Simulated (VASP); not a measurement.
Crystal: CdSe.

```
Cd Se
1.0
    -0.05145    3.01476    3.00432
     3.04280   -0.08227    3.03513
     3.05065    3.05343   -0.09012
Cd Se
1 1
Direct
  0.00000 0.00000 0.00000
  0.25000 0.25000 0.25000
```

This cell differs from its parent crystal: the cell strained at random.

```yaml
Program: VASP 6.6.1
Task: relaxation of the atoms
Functional: PBE exchange alone
Potentials_or_basis: VASP PAW PBE potentials, release 64 (Cd, Se)
Cutoff: 520 eV
k_mesh: 6 × 6 × 6
Occupations: fermi-dirac, width 0.15 eV
Spin: no spin polarisation
```

At the start: pressure 9.3 GPa; volume 28.94 Å³/atom.

Task: How do energy, volume and symmetry change on relaxing?

Result: Over 3 steps the energy falls by 6.8 meV/atom at a fixed cell; space group R3m (No. 160, to 0.1 Å) before and after.

Step by step:
| step | energy change (eV) | largest force (eV/Å) | pressure (GPa) |
| --- | --- | --- | --- |
| 1 | 0.0000 | 0.3943 | 9.27 |
| 2 | -0.0107 | 0.1737 | 9.13 |
| 3 | -0.0136 | 0.0189 | 9.06 |

Final structure:
```xyz
2
Lattice="-0.0515 3.0148 3.0043 3.0428 -0.0823 3.0351 3.0507 3.0534 -0.0901" Properties=species:S:1:pos:R:3 pbc="T T T"
Cd    6.0130    5.9703    5.9368
Se    1.5395    1.5121    1.4999
```

Caveat: the cell differs from its parent crystal (the cell strained at random).
